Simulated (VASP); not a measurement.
# AlGa3O6 (P1) in VASP: single point with PBE

Aim: the single point of AlGa3O6 with PBE.

All numbers are computed with VASP 6.6.1; they aren't measurements. Logs are shortened: lines on timing, memory, paths and dates and some standing lists are left out, and cuts for length are marked.

## Step 1: The cell of the first run

The typed cell holds 10 atoms: a = 3.054 Å, b = 4.955 Å, c = 8.028 Å, α = 78.85°, β = 86.82°, γ = 83.23°.

## Step 2: Single point, PBE

Input file INCAR:

```
PREC = Accurate ; ENCUT = 520
EDIFF = 1E-6 ; ISMEAR = 0
SIGMA = 0.02 ; LREAL = False
LASPH = True ; NELM = 60
ALGO = Normal ; ISIF = 2
LWAVE = False ; LCHARG = False
GGA = PE ; NBANDS = 50
```

Input file KPOINTS:

```
regular mesh
0
Gamma
  10 6 4
```

Input file POSCAR:

```
AlGa3O6
1.0
    3.0539697000      0.0000000000      0.0000000000
    0.5837532000      4.9208499000      0.0000000000
    0.4453913000      1.5102693000      7.8718547000
Al Ga O
1 3 6
Direct
    0.6227230000      0.3322610000      0.1004360000
    0.2858720000      0.9601830000      0.8421450000
    0.2119250000      0.8020030000      0.2829990000
    0.7520800000      0.4813860000      0.6453610000
    0.7161020000      0.6966690000      0.4087910000
    0.3692940000      0.6788770000      0.0792260000
    0.2904610000      0.2743490000      0.6341710000
    0.8178230000      0.7627540000      0.7627720000
    0.7336470000      0.1775570000      0.9201650000
    0.1314730000      0.1906620000      0.2122350000
```

Potentials or basis: VASP PAW PBE potentials, release 64 (Al, Ga_d, O).

The run is started by

```console
cat potpaw_PBE.64/Al/POTCAR potpaw_PBE.64/Ga_d/POTCAR potpaw_PBE.64/O/POTCAR > POTCAR
mpirun -np 1 vasp_std > vasp.out
```

OUTCAR:

```text
PREC = Accurate
   ENCUT = 520
   EDIFF = 1E-6
   ISMEAR = 0
   LREAL = False
   LASPH = True
   NELM = 60
   ISIF = 2
   GGA = PE

 ion  position               nearest neighbor table
   1  0.623  0.332  0.100-   9 1.76   6 1.78  10 1.83  10 1.84   3 3.09   3 3.12
   2  0.286  0.960  0.842-   8 1.94   8 2.02   9 2.03   9 2.03   7 2.05   6 2.14
   3  0.212  0.802  0.283-   5 1.84   5 1.86   6 1.87  10 1.89   1 3.09   1 3.12
   4  0.752  0.481  0.645-   7 1.84   7 1.85   8 1.86   5 1.99   9 2.42
   5  0.716  0.697  0.409-   3 1.84   3 1.86   4 1.99
   6  0.369  0.679  0.079-   1 1.78   3 1.87   2 2.14
   7  0.290  0.274  0.634-   4 1.84   4 1.85   2 2.05
   8  0.818  0.763  0.763-   4 1.86   2 1.94   2 2.02
   9  0.734  0.178  0.920-   1 1.76   2 2.03   2 2.03   4 2.42
  10  0.131  0.191  0.212-   1 1.83   1 1.84   3 1.89

  LATTYP: Found a triclinic cell.
 ALAT       =     4.9553538256
 B/A-ratio  =     1.7314712080
 C/A-ratio  =     0.6162970007
 COS(alpha) =     0.0161259969
 COS(beta)  =     0.1178025264
 COS(gamma) =     0.3966330344

  Lattice vectors:

 A1 = (  -0.5837532000,  -4.9208499000,   0.0000000000)
 A2 = (  -0.1383619000,  -3.4105806000,   7.8718547000)
 A3 = (  -3.0539697000,   0.0000000000,   0.0000000000)

Analysis of symmetry for initial positions (statically):
=====================================================================
 Subroutine PRICEL returns:
 Original cell was already a primitive cell.

 Routine SETGRP: Setting up the symmetry group for a
 triclinic supercell.

 Subroutine GETGRP returns: Found  1 space group operations
 (whereof  1 operations were pure point group operations)
 out of a pool of  2 trial point group operations.

The static configuration has the point symmetry C_1 .

Analysis of symmetry for dynamics (positions and initial velocities):
=====================================================================
 Subroutine PRICEL returns:
 Original cell was already a primitive cell.

 Routine SETGRP: Setting up the symmetry group for a
 triclinic supercell.

 Subroutine GETGRP returns: Found  1 space group operations
 (whereof  1 operations were pure point group operations)
 out of a pool of  2 trial point group operations.

The dynamic configuration has the point symmetry C_1 .

 Subroutine INISYM returns: Found  1 space group operations
 (whereof  1 operations are pure point group operations),
 and found     1 'primitive' translations

----------------------------------------------------------------------------------------

                                     Primitive cell

  volume of cell :     118.2992

  direct lattice vectors                    reciprocal lattice vectors
     3.053969700  0.000000000  0.000000000     0.327442672 -0.038844044 -0.011074284
     0.583753200  4.920849900  0.000000000     0.000000000  0.203216928 -0.038988561
     0.445391300  1.510269300  7.871854700     0.000000000  0.000000000  0.127034865

  length of vectors
     3.053969700  4.955353826  8.027788188     0.329924542  0.206923241  0.127034865

  position of ions in fractional coordinates (direct lattice)
     0.622723000  0.332261000  0.100436000
     0.285872000  0.960183000  0.842145000
     0.211925000  0.802003000  0.282999000
     0.752080000  0.481386000  0.645361000
     0.716102000  0.696669000  0.408791000
     0.369294000  0.678877000  0.079226000
     0.290461000  0.274349000  0.634171000
     0.817823000  0.762754000  0.762772000
     0.733647000  0.177557000  0.920165000
     0.131473000  0.190662000  0.212235000

  ion indices of the primitive-cell ions
   primitive index   ion index
                 1           1
                 2           2
                 3           3
                 4           4
                 5           5
                 6           6
                 7           7
                 8           8
                 9           9
                10          10

----------------------------------------------------------------------------------------

 KPOINTS: regular mesh

Automatic generation of k-mesh.
 Grid dimensions read from file:
 generate k-points for:   10    6    4

 Generating k-lattice:

  Cartesian coordinates                     Fractional coordinates (reciprocal lattice)
     0.032744267 -0.003884404 -0.001107428     0.100000000 -0.000000000 -0.000000000
     0.000000000  0.033869488 -0.006498094     0.000000000  0.166666667  0.000000000
     0.000000000  0.000000000  0.031758716     0.000000000  0.000000000  0.250000000

  Length of vectors
     0.032992454  0.034487207  0.031758716

  Shift w.r.t. Gamma in fractional coordinates (k-lattice)
     0.000000000  0.000000000  0.000000000

 Subroutine IBZKPT returns following result:
 ===========================================

 Found    124 irreducible k-points:

 Following reciprocal coordinates:
            Coordinates               Weight
  0.000000  0.000000  0.000000      1.000000
  0.100000  0.000000  0.000000      2.000000
  0.200000  0.000000  0.000000      2.000000
  0.300000  0.000000 -0.000000      2.000000
  0.400000  0.000000  0.000000      2.000000
  0.500000  0.000000 -0.000000      1.000000
[... 16 lines left out ...]
 -0.400000  0.333333  0.000000      2.000000
 -0.300000  0.333333  0.000000      2.000000
 [... further k-points ...]
   k-points           NKPTS =    124   k-points in BZ     NKDIM =    124   number of bands    NBANDS=     50
   number of dos      NEDOS =    301   number of ions     NIONS =     10
   total plane-waves  NPLWV =  57600
   dimension x,y,z NGX =    24 NGY =   40 NGZ =   60
   dimension x,y,z NGXF=    48 NGYF=   80 NGZF=  120
   ions per type =               1   3   6
   NGX,Y,Z   is equivalent  to a cutoff of  13.06, 13.42, 12.43 a.u.
   NGXF,Y,Z  is equivalent  to a cutoff of  26.13, 26.84, 24.85 a.u.
 SYSTEM =  unknown system
   PREC   = accura    normal or accurate (medium, high low for compatibility)
   ISTART =      0    job   : 0-new  1-cont  2-samecut
   ICHARG =      2    charge: 1-file 2-atom 10-const
   ISPIN  =      1    spin polarized calculation?
   LNONCOLLINEAR =      F non collinear calculations
   LSORBIT =      F    spin-orbit coupling
   LASPH  =      T    aspherical Exc in radial PAW
   ENCUT  =  520.0 eV  38.22 Ry    6.18 a.u.   5.68  9.21 14.93*2*pi/ulx,y,z
   NELM   =     60;   NELMIN=  2; NELMDL= -5     # of ELM steps
   EDIFF  = 0.1E-05   stopping-criterion for ELM
   LREAL  =      F    real-space projection
   EDIFFG = 0.1E-04   stopping-criterion for IOM
   NSW    =      0    number of steps for IOM
   IBRION =     -1    ionic relax: 0-MD 1-quasi-New 2-CG
   NFREE  =      0    steps in history (QN), initial steepest desc. (CG)
   ISIF   =      2    stress and relaxation
   ISYM   =      2    0-nonsym 1-usesym 2-fastsym
   POTIM  = 0.5000    time-step for ionic-motion
   TEBEG  =    0.0;   TEEND  =   0.0 temperature during run
   PSTRESS=    0.0 pullay stress
   NELECT =      78.0000    total number of electrons
   NUPDOWN=      -1.0000    fix difference up-down
   EMIN   =  10.00;   EMAX   =-10.00  energy-range for DOS
   EFERMI =   0.00;   METHOD = LEGACY
   ISMEAR =     0;   SIGMA  =   0.02  broadening in eV -4-tet -1-fermi 0-gaus
   EFERMI_NEDOS =   21; number of points for ismear=-14 and -15
   IALGO  =     38    algorithm
   IMIX   =      4    mixing-type and parameters
     AMIX     =   0.40;   BMIX     =  1.00
     AMIX_MAG =   1.60;   BMIX_MAG =  1.00
  volume/ion in A,a.u.               =      11.83        79.83
  Fermi-wavevector in a.u.,A,eV,Ry     =   1.424883  2.692638 27.623775  2.030290
  Thomas-Fermi vector in A             =   2.545326
   LORBIT       =      0    0 simple, 1 ext, 2 COOP (PROOUT), +10 PAW based schemes
   GGA     = PE    functional components
   LHFCALC =     F    Hartree Fock is set to
   AEXX    =    0.0000 exact exchange contribution
   IVDW    =     0    specifies the selected vdW correction
   LEPSILON=     F    determine dielectric tensor
   LRPA    =     F    only Hartree local field effects (RPA)
 non-spin polarized calculation
 Gauss-broadening in eV      SIGMA  =   0.02
  energy-cutoff  :      520.00
  volume of cell :      118.30
 maximum number of plane-waves:      3208
   NGX = 11   NGY = 19   NGZ = 29

 number of electron      77.9999993 magnetization

 Free energy of the ion-electron system (eV)
  ---------------------------------------------------
  ext. energy  EPLUGINS =         0.00000000
  ---------------------------------------------------
  free energy    TOTEN  =       -62.67134889 eV

  energy without entropy =      -62.67134889  energy(sigma->0) =      -62.67134889

 E-fermi :   2.8105     XC(G=0): -10.5338

 val. band max:        2.6741998748   @ k =   0.1000   0.5000   0.0000
 cond. band min:       5.0907442763   @ k =   0.0000   0.0000   0.0000
 fundamental gap:      2.4165444015
 Fermi energy:         2.8105212683

 k-point     1 :       0.0000    0.0000    0.0000
  band No.  band energies     occupation
      1     -15.8403      2.00000
      2     -15.2173      2.00000
      3     -15.0506      2.00000
      4     -14.4500      2.00000
      5     -14.1556      2.00000
      6     -13.7641      2.00000
[... 42 lines left out ...]
     49      13.4281      0.00000
     50      14.1272      0.00000

 k-point     2 :       0.1000    0.0000    0.0000
  band No.  band energies     occupation
      1     -15.7806      2.00000
      2     -15.1910      2.00000
      3     -14.9981      2.00000
      4     -14.4311      2.00000
      5     -14.1415      2.00000
      6     -13.7755      2.00000
[... 42 lines left out ...]
     49      13.4336      0.00000
     50      14.1022      0.00000

 k-point     3 :       0.2000    0.0000    0.0000
  band No.  band energies     occupation
      1     -15.6163      2.00000
      2     -15.1233      2.00000
      3     -14.8548      2.00000
      4     -14.3833      2.00000
      5     -14.1075      2.00000
      6     -13.8057      2.00000
[... 42 lines left out ...]
     49      13.6110      0.00000
     50      13.8722      0.00000

 k-point     4 :       0.3000    0.0000   -0.0000
  band No.  band energies     occupation
      1     -15.3910      2.00000
      2     -15.0447      2.00000
      3     -14.6619      2.00000
      4     -14.3292      2.00000
      5     -14.0738      2.00000
      6     -13.8438      2.00000
[... 999 lines left out ...]
 k-point    23 :      -0.4000    0.3333    0.0000
  band No.  band energies     occupation
      1     -15.0883      2.00000
      2     -14.9923      2.00000
      3     -14.4252      2.00000
      4     -14.3570      2.00000
      5     -14.0577      2.00000
      6     -13.9535      2.00000
[... 42 lines left out ...]
     49      13.1900      0.00000
     50      14.0455      0.00000

 k-point    24 :      -0.3000    0.3333    0.0000
  band No.  band energies     occupation
      1     -15.2374      2.00000
      2     -15.0888      2.00000
      3     -14.5696      2.00000
      4     -14.4100      2.00000
      5     -14.1167      2.00000
      6     -13.9275      2.00000
[... 42 lines left out ...]
     49      13.2775      0.00000
     50      14.1838      0.00000

 [... further k-points ...]
[... 5 lines left out ...]
  --------------------------------------------------------------------------------------
  -------------------------------------------------------------------------------------
  Total        0.3412074      0.2856898      0.2164891      0.0028033      0.0314362     -0.0032410
  in kB        4.6211185      3.8692193      2.9320055      0.0379661      0.4257536     -0.0438943
  external PRESSURE =       3.8074478 kB  Pullay stress =       0.0000000 kB

 VOLUME and BASIS-vectors are now :
 -----------------------------------------------------------------------------
  energy-cutoff  :      520.00
  volume of cell :      118.30
      direct lattice vectors                 reciprocal lattice vectors
     3.053969700  0.000000000  0.000000000     0.327442672 -0.038844044 -0.011074284
     0.583753200  4.920849900  0.000000000     0.000000000  0.203216928 -0.038988561
     0.445391300  1.510269300  7.871854700     0.000000000  0.000000000  0.127034865

 POSITION                                       TOTAL-FORCE (eV/Angst)
 -----------------------------------------------------------------------------------
      2.14047      1.78669      0.79062         0.001058      0.005455      0.020751
      1.80864      5.99678      6.62924        -0.013582     -0.017211      0.004307
      1.24143      4.37394      2.22773        -0.007454     -0.005304      0.026186
      2.86528      3.34350      5.08019        -0.007901     -0.003319      0.006465
      2.77571      4.04559      3.21794        -0.002121      0.000718      0.001030
      1.55940      3.46030      0.62366         0.007138     -0.022667     -0.018014
      1.32967      2.30780      4.99210         0.005031     -0.021115     -0.025224
      3.28260      4.90539      6.00443         0.014375     -0.015646     -0.004773
      2.75402      2.26343      7.24341         0.008307      0.036583      0.018612
      0.60734      1.25875      1.67068        -0.004852      0.042506     -0.029339
 -----------------------------------------------------------------------------------
    total drift:                               -0.001036     -0.000220      0.000490

  FREE ENERGIE OF THE ION-ELECTRON SYSTEM (eV)
  ---------------------------------------------------
  free  energy   TOTEN  =       -62.6713488947 eV

  energy  without entropy=      -62.6713488947  energy(sigma->0) =      -62.67134889
```

It took 19 min on 1 thread of Oxide Virtual Turin-like, shared host; peak memory 0.59 GiB.

What came out:

```yaml
Free_energy: -62.6713 eV
Pressure: 0.4 GPa
Largest_force: 0.052 eV/Å
Band_gap_on_the_k_mesh: 2.42 eV (least direct gap 2.43 eV)
```

Forces in eV/Å, atoms in the order of the input:
```
Al   0.001  0.005  0.021
Ga  -0.014 -0.017  0.004
Ga  -0.007 -0.005  0.026
Ga  -0.008 -0.003  0.006
O   -0.002  0.001  0.001
O    0.007 -0.023 -0.018
O    0.005 -0.021 -0.025
O    0.014 -0.016 -0.005
O    0.008  0.037  0.019
O   -0.005  0.043 -0.029
```

Stress tensor (GPa, compression positive):
```
0.46 0.00 0.00
0.00 0.39 0.04
0.00 0.04 0.29
```
